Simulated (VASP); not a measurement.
Input of a VASP 6.6.1 run:

Contents of POSCAR:

```
KTaO3
1.0
    8.1212400000      0.0000000000      0.0000000000
    0.0000000000      8.1212400000      0.0000000000
    0.0000000000      0.0000000000      8.1212400000
K Ta O
8 8 24
Direct
    0.0397968783      0.0100723535      0.0015884274
    0.0375435278     -0.0083977324      0.4663204141
   -0.0129290601      0.4808748418      0.0176820289
    0.0042111796      0.4944934517      0.4850983347
    0.4737823288      0.0010466382     -0.0649777620
    0.5337854810     -0.0537356364      0.5195635149
    0.5217429851      0.5091094463      0.0241219321
    0.5496081879      0.4972393378      0.4907501810
    0.2959892824      0.2807945585      0.2492599652
    0.2495185464      0.2594431392      0.7417955879
    0.2622136521      0.7422634967      0.2618196236
    0.2655998345      0.7324250976      0.7791297881
    0.7618664145      0.2217641641      0.2536558457
    0.7552171836      0.2507375721      0.7775044205
    0.7762115145      0.7464746763      0.2845870828
    0.7950633155      0.7461545281      0.8043968655
    0.2485334752      0.2340159877     -0.0277174422
   -0.0116361541      0.2502327231      0.2235865459
    0.2488289966     -0.0136186100      0.2303342839
    0.2341268082      0.2913717610      0.4766882890
    0.0068216184      0.2824199260      0.7229437869
    0.2440021475      0.0236417099      0.7264407898
    0.2372051559      0.7161960489      0.0101954874
   -0.0004679088      0.7102363678      0.2954105531
    0.2614625353      0.5034945402      0.2346193438
    0.2490383242      0.7211090917      0.4897404830
    0.0166107639      0.7720495885      0.7508336165
    0.2148932922      0.5045165517      0.7350478498
    0.7411676049      0.2492969054      0.0003570883
    0.5213858967      0.2349641188      0.2255813152
    0.7487280268     -0.0331969010      0.2341637484
    0.7662130414      0.2119011382      0.4717259926
    0.4924617423      0.2470312415      0.6981076781
    0.7746107737      0.0031399146      0.7783663578
    0.7631962607      0.7829715659      0.0173003137
    0.5077796002      0.7534317420      0.2606375381
    0.7430515537      0.4836822948      0.2805975442
    0.7601548532      0.7749801754      0.4998005231
    0.5211888825      0.7237441573      0.7904950476
    0.7524959243      0.4853199758      0.7717540671
```

The input INCAR.step1:

```
SYSTEM = KTaO3
PREC = Accurate
ENCUT = 520
ISMEAR = -1
SIGMA = 0.05
LREAL = Auto
LASPH = .TRUE.
NELM = 60
NBANDS = 178
GGA = PE
ALGO = Normal
EDIFF = 1E-4
LWAVE = .TRUE.
LCHARG = .FALSE.
```

Contents of INCAR.step2:

```
SYSTEM = KTaO3
PREC = Accurate
ENCUT = 520
EDIFF = 1E-6
ISMEAR = -1
SIGMA = 0.05
LREAL = Auto
LASPH = .TRUE.
NELM = 60
ALGO = Normal
ISIF = 2
LWAVE = .FALSE.
LCHARG = .TRUE.
METAGGA = R2SCAN
LMIXTAU = .TRUE.
LELF = .TRUE.
LVHAR = .TRUE.
NBANDS = 178
ISTART = 1
```

The input KPOINTS:

```
Automatic mesh
0
G
  1 1 1
  0 0 0
```

Potentials or basis: VASP PAW PBE potentials, release 64 (K_sv, Ta_pv, O).

The run is started by

```console
$ cat potpaw_PBE.64/K_sv/POTCAR potpaw_PBE.64/Ta_pv/POTCAR potpaw_PBE.64/O/POTCAR > POTCAR
$ cp INCAR.step1 INCAR
$ mpirun -np 1 vasp_gam > vasp.out
$ cp INCAR.step2 INCAR
$ mpirun -np 1 vasp_gam > vasp.out
```

Question: Estimate the pressure.

Answer: 1.6 GPa.

Question: What does it give for the largest force?

Answer: 6.777 eV/Å.

Forces on the atoms (eV/Å):
```
K   -0.678  0.005  0.105
K   -0.456  0.685  1.066
K    0.639  0.022  0.240
K   -0.339 -0.793  0.933
K    1.061  0.339  1.952
K   -1.223  1.619  0.101
K    0.316 -0.024 -0.116
K   -1.119  0.095  1.364
Ta  -2.002 -3.669  2.069
Ta   1.226 -1.329  0.644
Ta   3.952  5.042  2.212
Ta   1.621 -1.921 -0.606
Ta   3.280  0.783  1.571
Ta   1.652 -1.869 -2.112
Ta  -1.015 -2.124 -1.637
Ta  -1.639  0.784 -2.406
O    0.556  1.656  1.731
O    1.512 -0.463 -0.624
O   -0.130 -0.423  0.111
O    1.211 -1.481 -2.400
O   -2.612 -1.500  0.624
O   -0.304 -2.479 -0.594
O   -0.499  0.532 -2.734
O    2.148  0.632 -2.511
O   -0.036 -1.887 -1.530
O    0.351  0.441  1.472
O   -0.037 -0.487  0.123
O    1.348  2.924  0.629
O   -0.322  0.045 -1.275
O   -3.902  0.494 -0.260
O   -0.017  3.778 -0.093
O   -0.597 -0.164  3.274
O    1.498  0.733  1.002
O   -1.055 -0.406 -1.002
O    0.604 -2.035 -0.471
O   -2.340 -1.452 -0.456
O    0.032  0.685 -2.210
O    0.046 -0.822  3.977
O   -2.774  1.100 -1.576
O    0.043  2.937 -0.586
```

Caveat: the k points lie up to 0.77 Å⁻¹ apart; the atoms stand as in a frame of molecular dynamics; the PAW data sets were made with another functional, which shifts forces and pressure a little.
